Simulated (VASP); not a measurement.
Input of a VASP 6.6.1 run:

Contents of POSCAR:

```
Cu
1.0
    0.0000000000      1.7881324402      1.7881324402
    1.7881324402      0.0000000000      1.7881324402
    1.7881324402      1.7881324402      0.0000000000
Cu
1
Direct
    0.0000000000      0.0000000000      0.0000000000
```

The input INCAR.step1:

```
SYSTEM = Cu
ALGO = Normal
EDIFF = 1E-4
ENCUT = 520
GGA = PE
ISMEAR = -1
LASPH = .TRUE.
LCHARG = .FALSE.
LREAL = .FALSE.
LWAVE = .TRUE.
NBANDS = 12
NELM = 100
PREC = Accurate
SIGMA = 1.0
```

INCAR.step2

```
SYSTEM = Cu
ALGO = Normal
EDIFF = 1E-6
ENCUT = 520
ISIF = 2
ISMEAR = -1
ISTART = 1
LASPH = .TRUE.
LCHARG = .FALSE.
LMIXTAU = .TRUE.
LREAL = .FALSE.
LWAVE = .FALSE.
METAGGA = R2SCAN
NBANDS = 12
NELM = 100
PREC = Accurate
SIGMA = 1.0
```

Contents of KPOINTS:

```
k-points
0
G
  15 15 15
  0 0 0
```

Potentials or basis: VASP PAW PBE potentials, release 64 (Cu).

Command:

```console
$ cat potpaw_PBE.64/Cu/POTCAR > POTCAR
$ cp INCAR.step1 INCAR
$ mpirun -np 1 vasp_std > vasp.out
$ cp INCAR.step2 INCAR
$ mpirun -np 1 vasp_std > vasp.out
```

Q: What does it give for the pressure?

A: 10.5 GPa.

Caveat: the PAW data sets were made with another functional, which shifts forces and pressure a little.
